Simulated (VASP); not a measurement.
# ZrC (Fm-3m) in VASP: further runs, part 2 of 2

VASP 6.6.1. The steps go on from the part before.

### Step 3. Single point, PBE

Contents of INCAR:

```
PREC     = Accurate       # precision mode
ENCUT    = 520            # plane-wave cutoff, eV
EDIFF    = 1E-6           # SCF threshold, eV
ISMEAR   = 0              # smearing method
SIGMA    = 0.1            # smearing width, eV
LREAL    = False          # projectors in reciprocal space
LASPH    = True           # aspherical terms in the spheres
NELM     = 80             # most SCF steps
ALGO     = Normal         # electronic algorithm
ISIF     = 2              # what is computed and relaxed
LWAVE    = False          # write WAVECAR
LCHARG   = False          # write CHGCAR
GGA      = PE             # functional
NBANDS   = 15             # bands
```

Contents of KPOINTS:

```
Automatic mesh
0
Gamma
  20 20 20
```

Contents of POSCAR:

```
ZrC
1.0
    0.0000000000      2.3543208051      2.3543208051
    2.3543208051      0.0000000000      2.3543208051
    2.3543208051      2.3543208051      0.0000000000
Zr C
1 1
Direct
    0.5000000000      0.5000000000      0.5000000000
    0.0000000000      0.0000000000      0.0000000000
```

Potentials or basis: VASP PAW PBE potentials, release 64 (Zr_sv, C).

Started as:

```
cat potpaw_PBE.64/Zr_sv/POTCAR potpaw_PBE.64/C/POTCAR > POTCAR
mpirun -np 1 vasp_std > vasp.out
```

Run time: 97 s. Hardware: 1 thread of Intel Xeon Platinum 8259CL at 2.50GHz (Skylake/Cascade Lake), shared host; peak memory 0.24 GiB.

It converged, with:

```yaml
Free_energy: -19.4627 eV
Pressure: 0.3 GPa
Band_gap_on_the_k_mesh: zero (bands 8 and 9 overlap by 1.31 eV)
```

Levels at points of the mesh, in eV from the Fermi level:
```csv
k point,band 4,band 5,band 6,band 7,band 8,band 9,band 10,band 11,band 12,band 13
"(0.00, 0.00, 0.00)",-25.86,-11.31,0.92,0.92,0.92,1.07,1.07,1.07,2.78,2.78
"(0.50, 0.00, 0.00)",-25.94,-8.26,-5.29,-2.93,-2.93,4.45,4.45,5.28,6.49,10.05
"(0.50, 0.50, 0.00)",-26.14,-10.14,-2.09,-1.76,0.04,0.04,4.40,5.61,5.61,7.90
```

### Step 4. Single point, LDA

Contents of INCAR:

```
SYSTEM = ZrC
PREC = Accurate
ENCUT = 520
EDIFF = 1E-6
ISMEAR = 0
SIGMA = 0.1
LREAL = .False.
LASPH = .True.
NELM = 60
ALGO = Normal
ISIF = 2
LWAVE = .False.
LCHARG = .False.
GGA = CA
NBANDS = 15
```

Contents of KPOINTS:

```
Automatic mesh
0
Gamma
  20 20 20
  0 0 0
```

POSCAR is that of step 3.

Potentials or basis: VASP PAW LDA potentials, release 64 (Zr_sv, C).

Started as:

```
cat potpaw_LDA.64/Zr_sv/POTCAR potpaw_LDA.64/C/POTCAR > POTCAR
mpirun -np 1 vasp_std > vasp.out
```

It took 1.8 min on 1 thread of Intel Xeon Platinum 8259CL at 2.50GHz (Skylake/Cascade Lake), shared host; peak memory 0.22 GiB.

Results (log left out):

| Quantity | Value |
| --- | --- |
| Free energy | -21.2488 eV |
| Pressure | -9.2 GPa |
| Band gap on the k mesh | zero (bands 8 and 9 overlap by 1.31 eV) |

Levels at points of the mesh, in eV from the Fermi level:
```csv
k point,band 5,band 6,band 7,band 8,band 9,band 10,band 11,band 12
"(0.00, 0.00, 0.00)",-11.15,0.93,0.93,0.93,1.02,1.02,1.02,2.77
"(0.50, 0.00, 0.00)",-8.03,-5.30,-2.93,-2.93,4.41,4.41,5.24,6.52
"(0.50, 0.50, 0.00)",-9.96,-2.04,-1.81,0.06,0.06,4.41,5.57,5.57
```

Caveat: the cell stands under tension.

### Step 5. Single point, PBE (13.44 Å³/atom)

This run uses another cell than the first one, of 13.44 Å³/atom.

Contents of INCAR:

```
SYSTEM = ZrC
PREC = Accurate ; ENCUT = 520
EDIFF = 1E-6 ; ISMEAR = 0
SIGMA = 0.1 ; LREAL = .False.
LASPH = .True. ; NELM = 100
ALGO = Normal ; ISIF = 2
LWAVE = .False. ; LCHARG = .True.
GGA = PE ; LELF = .True.
LVHAR = .True. ; NBANDS = 15
```

KPOINTS is that of step 4.

Contents of POSCAR:

```
ZrC
1.0
    0.0000000000      2.3776324281      2.3776324281
    2.3776324281      0.0000000000      2.3776324281
    2.3776324281      2.3776324281      0.0000000000
Zr C
1 1
Direct
    0.5000000000      0.5000000000      0.5000000000
    0.0000000000      0.0000000000      0.0000000000
```

Potentials or basis: VASP PAW PBE potentials, release 64 (Zr_sv, C).

Started as:

```
cat potpaw_PBE.64/Zr_sv/POTCAR potpaw_PBE.64/C/POTCAR > POTCAR
mpirun -np 1 vasp_std > vasp.out
```

OUTCAR:

```text
SYSTEM = ZrC
   PREC = Accurate
   ENCUT = 520
   EDIFF = 1E-6
   ISMEAR = 0
   LREAL = .False.
   LASPH = .True.
   NELM = 100
   ISIF = 2
   GGA = PE

 ion  position               nearest neighbor table
   1  0.500  0.500  0.500-   2 2.38   2 2.38   2 2.38   2 2.38   2 2.38   2 2.38
   2  0.000  0.000  0.000-   1 2.38   1 2.38   1 2.38   1 2.38   1 2.38   1 2.38

  LATTYP: Found a face centered cubic cell.
 ALAT       =     4.7552648562

  Lattice vectors:

 A1 = (   0.0000000000,   2.3776324281,   2.3776324281)
 A2 = (   2.3776324281,   0.0000000000,   2.3776324281)
[... 619 lines left out ...]

  FORCE on cell =-STRESS in cart. coord.  units (eV):
  Direction    XX          YY          ZZ          XY          YZ          ZX
  --------------------------------------------------------------------------------------
  -------------------------------------------------------------------------------------
  Total       -0.9975284     -0.9975284     -0.9975284     -0.0000000      0.0000000      0.0000000
  in kB      -59.4527163    -59.4527163    -59.4527163     -0.0000000      0.0000000      0.0000000
  external PRESSURE =     -59.4527163 kB  Pullay stress =       0.0000000 kB

 VOLUME and BASIS-vectors are now :
 -----------------------------------------------------------------------------
  energy-cutoff  :      520.00
  volume of cell :       26.88
      direct lattice vectors                 reciprocal lattice vectors
     0.000000000  2.377632428  2.377632428    -0.210293229  0.210293229  0.210293229
     2.377632428  0.000000000  2.377632428     0.210293229 -0.210293229  0.210293229
     2.377632428  2.377632428  0.000000000     0.210293229  0.210293229 -0.210293229

 POSITION                                       TOTAL-FORCE (eV/Angst)
 -----------------------------------------------------------------------------------
      2.37763      2.37763      2.37763         0.000000     -0.000000      0.000000
      0.00000      0.00000      0.00000        -0.000000      0.000000      0.000000
 -----------------------------------------------------------------------------------
    total drift:                                0.000000      0.000000      0.000000

  FREE ENERGIE OF THE ION-ELECTRON SYSTEM (eV)
  ---------------------------------------------------
  free  energy   TOTEN  =       -19.4488849686 eV

  energy  without entropy=      -19.4475276972  energy(sigma->0) =      -19.44820633
```

Run time: 2 min. Hardware: 1 thread of Intel Xeon Platinum 8259CL at 2.50GHz (Skylake/Cascade Lake), shared host; peak memory 0.24 GiB.

Results:

| Quantity | Value |
| --- | --- |
| Free energy | -19.4489 eV |
| Pressure | -5.9 GPa |
| Band gap on the k mesh | zero (bands 8 and 9 overlap by 1.29 eV) |

Levels at points of the mesh, in eV from the Fermi level:
```
           k point  band 4  band 5  band 6  band 7  band 8  band 9  band 10  band 11  band 12  band 13
(0.00, 0.00, 0.00)  -25.99  -11.20    0.91    0.91    0.91    1.06     1.06     1.06     2.70     2.70
(0.50, 0.00, 0.00)  -26.06   -8.29   -5.18   -2.83   -2.83    4.30     4.30     5.10     6.36     9.71
(0.50, 0.50, 0.00)  -26.24  -10.02   -2.12   -1.67    0.01    0.01     4.25     5.40     5.40     7.55
```

Caveat: the cell stands under tension.

### Step 6. The runs side by side

| level | potentials or basis | cell | gap on the mesh (eV) | pressure (GPa) |
| --- | --- | --- | --- | --- |
| PBE | VASP PAW PBE potentials, release 64 (Zr_sv, C) | a = 3.330 Å, angles 60.0°, 2 atoms | none | 0.3 |
| LDA | VASP PAW LDA potentials, release 64 (Zr_sv, C) | a = 3.330 Å, angles 60.0°, 2 atoms | none | -9.2 |
| PBE | VASP PAW PBE potentials, release 64 (Zr_sv, C) | a = 3.362 Å, angles 60.0°, 2 atoms | none | -5.9 |

Alike in all rows: task single point; no spin polarisation; k mesh 20 × 20 × 20; cutoff (eV) 520; smearing gaussian 0.1 eV.

Caveats: the cell stands under tension (at least some runs).

Absolute energies hang on the potentials; compare differences alone.
